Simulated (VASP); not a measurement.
Here is a VASP 6.6.1 calculation.

INCAR

```
ALGO = Normal
EDIFF = 1E-6
ENCUT = 520
GGA = CA
ISIF = 2
ISMEAR = -1
ISPIN = 2
LASPH = T
LCHARG = F
LMAXMIX = 4
LORBIT = 11
LREAL = F
LWAVE = F
MAGMOM = 0.12 2.26
NBANDS = 16
NELM = 150
NUPDOWN = 2.4
PREC = Accurate
SIGMA = 0.15
```

The input KPOINTS:

```
k-points
0
Gamma
  8 8 8
```

Contents of POSCAR:

```
BeCo
1.0
    2.6060000000      0.0000000000      0.0000000000
    0.0000000000      2.6060000000      0.0000000000
    0.0000000000      0.0000000000      2.6060000000
Be Co
1 1
Direct
    0.0000000000      0.0000000000      0.0000000000
    0.5000000000      0.5000000000      0.5000000000
```

Potentials or basis: VASP PAW LDA potentials, release 64 (Be, Co).

Command:

```console
$ cat potpaw_LDA.64/Be/POTCAR potpaw_LDA.64/Co/POTCAR > POTCAR
$ mpirun -np 1 vasp_std > vasp.out
```

Estimate the pressure.

8.2 GPa.

Caveat: the total moment is fixed, so each spin has its own Fermi level.
